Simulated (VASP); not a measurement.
## SrC2N2O2: single point with PBE

The system is SrC2N2O2.

```
Sr C N O
1.0
     5.93100    3.42426    4.23267
    -5.93100    3.42426    4.23267
     0.00000   -6.84853    4.23267
Sr C N O
6 12 12 12
Direct
  0.62560 0.26387 0.97229
  0.97229 0.62560 0.26387
  0.26387 0.97229 0.62560
  0.47229 0.76387 0.12560
  0.76387 0.12560 0.47229
  0.12560 0.47229 0.76387
  0.74003 0.66382 0.88421
  0.88421 0.74003 0.66382
  0.66382 0.88421 0.74003
  0.38421 0.16382 0.24003
  0.16382 0.24003 0.38421
  0.24003 0.38421 0.16382
  0.45986 0.41832 0.63012
  0.63012 0.45986 0.41832
  0.41832 0.63012 0.45986
  0.13012 0.91832 0.95986
  0.91832 0.95986 0.13012
  0.95986 0.13012 0.91832
  0.54921 0.59124 0.37262
  0.37262 0.54921 0.59124
  0.59124 0.37262 0.54921
  0.87262 0.09124 0.04921
  0.09124 0.04921 0.87262
  0.04921 0.87262 0.09124
  0.86375 0.63587 0.78553
  0.78553 0.86375 0.63587
  0.63587 0.78553 0.86375
  0.28553 0.13587 0.36375
  0.13587 0.36375 0.28553
  0.36375 0.28553 0.13587
  0.40914 0.33331 0.74853
  0.74853 0.40914 0.33331
  0.33331 0.74853 0.40914
  0.24853 0.83331 0.90914
  0.83331 0.90914 0.24853
  0.90914 0.24853 0.83331
  0.00893 0.71924 0.57424
  0.57424 0.00893 0.71924
  0.71924 0.57424 0.00893
  0.07424 0.21924 0.50893
  0.21924 0.50893 0.07424
  0.50893 0.07424 0.21924
```

```json
{
  "Program": "VASP 6.6.1",
  "Task": "single point",
  "Functional": "PBE",
  "Potentials or basis": "VASP PAW PBE potentials, release 64 (Sr_sv, C_h, N_h, O_h)",
  "Cutoff": "910 eV",
  "k mesh": "3 × 3 × 3",
  "Occupations": "fermi-dirac, width 0.02 eV",
  "Spin": "no spin polarisation"
}
```

```json
{
  "Pressure": "2.3 GPa",
  "Largest force": "0.028 eV/Å",
  "Band gap on the k mesh": "4.08 eV (least direct gap 4.09 eV)"
}
```

Forces in eV/Å, atoms in the order of the input:
```
Sr   0.002 -0.009 -0.003
Sr   0.007  0.006 -0.003
Sr  -0.008  0.003 -0.003
Sr   0.008  0.003 -0.003
Sr  -0.002 -0.009 -0.003
Sr  -0.007  0.006 -0.003
C    0.005 -0.003  0.013
C    0.000  0.006  0.013
C   -0.005 -0.003  0.013
C    0.005 -0.003  0.013
C   -0.005 -0.003  0.013
C    0.000  0.006  0.013
C    0.005  0.000 -0.011
C   -0.003  0.004 -0.011
C   -0.002 -0.004 -0.011
C    0.002 -0.004 -0.011
C   -0.005  0.000 -0.011
C    0.003  0.004 -0.011
N    0.008 -0.010  0.014
N    0.004  0.012  0.014
N   -0.013 -0.002  0.014
N    0.013 -0.002  0.014
N   -0.008 -0.010  0.014
N   -0.004  0.012  0.014
N   -0.023 -0.007 -0.013
N    0.018 -0.017 -0.013
N    0.006  0.024 -0.013
N   -0.006  0.024 -0.013
N    0.023 -0.007 -0.013
N   -0.018 -0.017 -0.013
O    0.004 -0.003 -0.008
O    0.000  0.005 -0.008
O   -0.005 -0.002 -0.008
O    0.005 -0.002 -0.008
O   -0.004 -0.003 -0.008
O    0.000  0.005 -0.008
O    0.006  0.002  0.008
O   -0.005  0.004  0.008
O   -0.001 -0.006  0.008
O    0.001 -0.006  0.008
O   -0.006  0.002  0.008
O    0.005  0.004  0.008
```

Stress tensor (GPa, compression positive):
```
2.73 0.00 0.00
0.00 2.73 0.00
0.00 0.00 1.41
```

Levels at points of the mesh, in eV from the valence-band top:
```tsv
k point	band 118	band 119	band 120	band 121	band 122	band 123
(0.00, 0.00, 0.00)	-0.41	0.00	0.00	4.11	4.11	4.67
```

Run time: 21 min on 1 thread of Intel(R) Xeon(R) 6975P-C (Granite Rapids) (shared host), peak memory 1.4 GiB.

Caveat: the cutoff is under 1.25 times the usual one of these potentials, so pressure, stress and relaxed cells hold a basis-set (Pulay) error; an odd mesh through Γ misses points on the zone boundary, where band edges can lie.
